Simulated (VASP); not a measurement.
## SiC (Moissanite): relaxation of cell and atoms with BLYP+D3(BJ)

Crystal: SiC (Moissanite).

```
Si C
1.0
     3.07600    0.00000    0.00000
    -1.53800    2.66389    0.00000
     0.00000    0.00000    5.04800
Si C
2 2
Direct
  0.66667 0.33333 0.50000
  0.33333 0.66667 0.00000
  0.66667 0.33333 0.88500
  0.33333 0.66667 0.38500
```

| Quantity | Value |
| --- | --- |
| Program | VASP 6.6.1 |
| Task | relaxation of cell and atoms |
| Functional | BLYP |
| Dispersion | D3(BJ) |
| Potentials or basis | VASP PAW PBE potentials, release 64 (Si, C) |
| Cutoff | 600 eV |
| k mesh | 10 × 10 × 5 |
| Occupations | fermi-dirac, width 0.05 eV |
| Spin | no spin polarisation |
| Dipole correction | no |
| Further INCAR settings | ALGO = Normal; EDIFF = 1e-06; IBRION = 2; EDIFFG = -0.01; NSW = 60; ISIF = 3 |

The relaxed volume is 10.27 Å³/atom and the relaxed cell is a = 3.068 Å, b = 3.068 Å, c = 5.040 Å, α = 90.00°, β = 90.00°, γ = 120.00°. The space group after relaxing (to 0.05 Å) is P6_3mc (No. 186), the energy gained by relaxing is 9.7 meV/atom and the ionic steps are 6. The pressure after relaxing is -0.1 GPa, the largest force after relaxing is 0.007 eV/Å and the band gap on the k mesh is 2.75 eV, indirect (least direct gap 4.26 eV). The dispersion energy per atom is -0.648 eV.

Forces in eV/Å, atoms in the order of the input:
```
Si   0.000  0.000 -0.007
Si   0.000  0.000 -0.007
C    0.000  0.000  0.007
C    0.000  0.000  0.007
```

The path:
```tsv
step	energy change (eV)	largest force (eV/Å)	pressure (GPa)	volume (Å³)
1	0.0000	0.7654	-1.30	41.36
2	-0.0101	0.6616	1.26	40.86
3	-0.0361	0.0516	-0.14	41.08
4	-0.0384	0.0040	0.26	41.02
5	-0.0386	0.0083	0.17	41.03
6	-0.0386	0.0066	-0.11	41.09
```

Final structure:
```cif
data_structure
_symmetry_space_group_name_H-M 'P 1'
_symmetry_Int_Tables_number 1
_cell_length_a 3.0682
_cell_length_b 3.0682
_cell_length_c 5.0396
_cell_angle_alpha 90.000
_cell_angle_beta 90.000
_cell_angle_gamma 120.000
_cell_volume 41.09
loop_
_atom_site_label
_atom_site_type_symbol
_atom_site_fract_x
_atom_site_fract_y
_atom_site_fract_z
_atom_site_occupancy
Si1 Si 0.66667 0.33333 0.50472 1
Si2 Si 0.33333 0.66667 0.00472 1
C1 C 0.66667 0.33333 0.88028 1
C2 C 0.33333 0.66667 0.38028 1
```

Levels at points of the mesh, in eV from the valence-band top:
```
           k point  band 6  band 7  band 8  band 9  band 10  band 11
(0.00, 0.00, 0.00)   -0.13    0.00    0.00    5.03     6.44     6.82
(0.50, 0.00, 0.00)   -3.28   -3.18   -1.19    3.07     4.46     7.08
```

Wall time 3.4 min on 1 thread of AMD EPYC 7R43 64-Core Processor (Zen 3), with other jobs on the host, peak memory 0.16 GiB.

Caveat: the PAW data sets were made with another functional, which shifts forces and pressure a little. A k mesh can miss the band edges.
